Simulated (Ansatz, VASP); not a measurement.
## Si: VASP beside Ansatz

File INCAR:

```
SYSTEM = Si
  ALGO = Normal
  EDIFF = 1E-6
  ENCUT = 520
  ISIF = 2
  ISMEAR = 0
  LASPH = .TRUE.
  LCHARG = .FALSE.
  LREAL = .FALSE.
  LWAVE = .FALSE.
  NBANDS = 16
  NELM = 80
  PREC = Accurate
  SIGMA = 0.1
```

KPOINTS

```
k-points
0
G
  6 6 4
  0 0 0
```

The input POSCAR:

```
Si
1.0
    3.8200000000      0.0000000000      0.0000000000
   -1.9100000000      3.3082170425      0.0000000000
    0.0000000000      0.0000000000      6.3200000000
Si
4
Direct
    0.3333333333      0.6666666667      0.0000000000
    0.6666666667      0.3333333333      0.5000000000
    0.3333333333      0.6666666667      0.3740000000
    0.6666666667      0.3333333333      0.8740000000
```

Input for Ansatz:

```yaml
crystal:
  lattice:
    - [3.82, 0.0, 0.0]
    - [-1.91, 3.3082170425, 0.0]
    - [0.0, 0.0, 6.32]
  atoms:
    - { symbol: Si, position: [0.3333333333, 0.6666666667, 0.0] }
    - { symbol: Si, position: [0.6666666667, 0.3333333333, 0.5] }
    - { symbol: Si, position: [0.3333333333, 0.6666666667, 0.374] }
    - { symbol: Si, position: [0.6666666667, 0.3333333333, 0.874] }
basis:
  ecutwfc: 420
kpoints:
  mp_grid: { grid: [6, 6, 4] }
hamiltonian:
  xc: lda
  pseudopotentials: { kind: paw, azcp: { folder: soft_1 } }
scf:
  occupations: { method: gaussian, width: 0.1 }
output:
  forces: true
  stress: true
  eigenvalues: true
```

Alike in both runs: task single point; functional LDA; k mesh 6 × 6 × 4; occupations gaussian, width 0.1 eV; no spin polarisation.

```csv
,VASP,Ansatz
version,VASP 6.6.1,Ansatz 0.2.0
potentials or method,"VASP PAW LDA potentials, release 64 (Si), cutoff 520 eV","scalar-relativistic, plane waves, PAW"
valence electrons in the cell,16,16
```

Ansatz gave:

```
gap on the k mesh at the Fermi level (eV)                     : 0.30
least direct gap on the mesh (eV)                             : 0.95
pressure (GPa)                                                : -1.3
traceless stress, the component that is largest in VASP (GPa) : -0.24
rms of the force components (eV/Å)                            : 0.005
```

What did VASP give for the same quantities?

gap on the k mesh at the Fermi level (eV): 0.30; least direct gap on the mesh (eV): 0.96; pressure (GPa): -1.2; traceless stress, the component that is largest in VASP (GPa): -0.25; rms of the force components (eV/Å): 0.005.

Ansatz warns that its potentials were made for another functional, while VASP's fit it. LDA's correlation is that of Perdew and Zunger in VASP and of Perdew and Wang (1992) in Ansatz. Atom by atom the forces differ by 0.000 eV/Å (rms over components).
